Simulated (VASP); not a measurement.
A run of VASP 6.6.1:

Contents of INCAR:

```
SYSTEM = GaPt
  PREC = Accurate
  ENCUT = 520
  EDIFF = 1E-7
  ISMEAR = 0
  SIGMA = 0.1
  LREAL = .False.
  LASPH = .True.
  NELM = 80
  ALGO = Fast
  ISIF = 2
  LWAVE = .False.
  LCHARG = .False.
  GGA = PS
  NBANDS = 56
```

The input KPOINTS:

```
Automatic mesh
0
Gamma
  8 8 8
  0 0 0
```

Contents of POSCAR:

```
GaPt
1.0
    4.9986726931      0.0000000000      0.0000000000
    0.0000000000      4.9986726931      0.0000000000
    0.0000000000      0.0000000000      4.9986726931
Ga Pt
4 4
Direct
    0.0915162202      0.0915162202      0.0915162202
    0.4084837798      0.9084837798      0.5915162202
    0.9084837798      0.5915162202      0.4084837798
    0.5915162202      0.4084837798      0.9084837798
    0.3920376505      0.3920376505      0.3920376505
    0.1079623495      0.6079623495      0.8920376505
    0.6079623495      0.8920376505      0.1079623495
    0.8920376505      0.1079623495      0.6079623495
```

Potentials or basis: VASP PAW PBE potentials, release 64 (Ga_d, Pt).

The run is started by

```bash
$ cat potpaw_PBE.64/Ga_d/POTCAR potpaw_PBE.64/Pt/POTCAR > POTCAR
$ mpirun -np 1 vasp_std > vasp.out
```

Hardware: 1 thread of Intel(R) Xeon(R) 6975P-C (Granite Rapids), with other jobs on the host.

**Question.** Estimate the wall time of this run.

**Answer.** Wall time 4.8 min on 1 thread of Intel(R) Xeon(R) 6975P-C (Granite Rapids), with other jobs on the host, peak memory 0.4 GiB. Counts: scf iterations 18, k points 45.
